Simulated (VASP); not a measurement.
# Pd: relaxation of cell and atoms with r2SCAN

The system is Pd.

```xyz
1
Lattice="0.0000 1.9552 1.9552 1.9552 0.0000 1.9552 1.9552 1.9552 0.0000" Properties=species:S:1:pos:R:3 pbc="T T T"
Pd    0.0000    0.0000    0.0000
```

| Quantity | Value |
| --- | --- |
| Program | VASP 6.6.1 |
| Task | relaxation of cell and atoms |
| Functional | r2SCAN |
| Potentials or basis | VASP PAW PBE potentials, release 64 (Pd) |
| Cutoff | 600 eV |
| k mesh | 18 × 18 × 18 |
| Occupations | fermi-dirac, width 0.15 eV |
| Spin | no spin polarisation |
| Dipole correction | no |
| Further INCAR settings | ALGO = Normal; EDIFF = 1e-07; IBRION = 2; EDIFFG = -0.001; NSW = 80; ISIF = 3 |

| Item | Value |
| --- | --- |
| Relaxed volume | 15.02 Å³/atom |
| Relaxed cell | a = 2.770 Å, b = 2.770 Å, c = 2.770 Å, α = 60.00°, β = 60.00°, γ = 60.00° |
| Space group after relaxing (to 0.05 Å) | Fm-3m (No. 225) |
| Energy gained by relaxing | 0.2 meV/atom |
| Ionic steps | 7 |
| Pressure after relaxing | 0.0 GPa |
| Band gap on the k mesh | zero (band 5 reaches 9.60 eV, above the bottom of band 6 at 7.98 eV) |

The path:
```csv
step,energy change (eV),largest force (eV/Å),pressure (GPa),volume (Å³)
1,0.0000,0.0000,0.95,14.95
2,0.0003,0.0000,-1.38,15.14
3,-0.0002,0.0000,0.02,15.02
4,-0.0002,0.0000,0.02,15.02
5,-0.0001,0.0000,-0.69,15.08
6,-0.0002,0.0000,-0.01,15.03
7,-0.0002,0.0000,0.01,15.02
```

Final structure:
```xyz
1
Lattice="0.0000 1.9585 1.9585 1.9585 0.0000 1.9585 1.9585 1.9585 0.0000" Properties=species:S:1:pos:R:3 pbc="T T T"
Pd    0.0000    0.0000    0.0000
```

Levels at points of the mesh, in eV from the Fermi level:
```csv
k point,band 1,band 2,band 3,band 4,band 5,band 6,band 7,band 8,band 9
"(0.00, 0.00, 0.00)",-7.11,-2.89,-2.89,-2.89,-1.33,-1.33,17.95,22.45,22.83
"(0.50, 0.00, 0.00)",-5.34,-2.96,-2.96,-0.10,-0.10,1.26,7.50,17.34,21.88
"(0.50, 0.50, 0.00)",-5.44,-5.18,-0.16,0.24,0.24,3.60,11.05,13.76,13.76
```

Wall time 13 min on 1 thread of AMD EPYC 9R45 (Zen 5) (shared host), peak memory 0.14 GiB.

Caveat: the PAW data sets were made with another functional, which shifts forces and pressure a little.
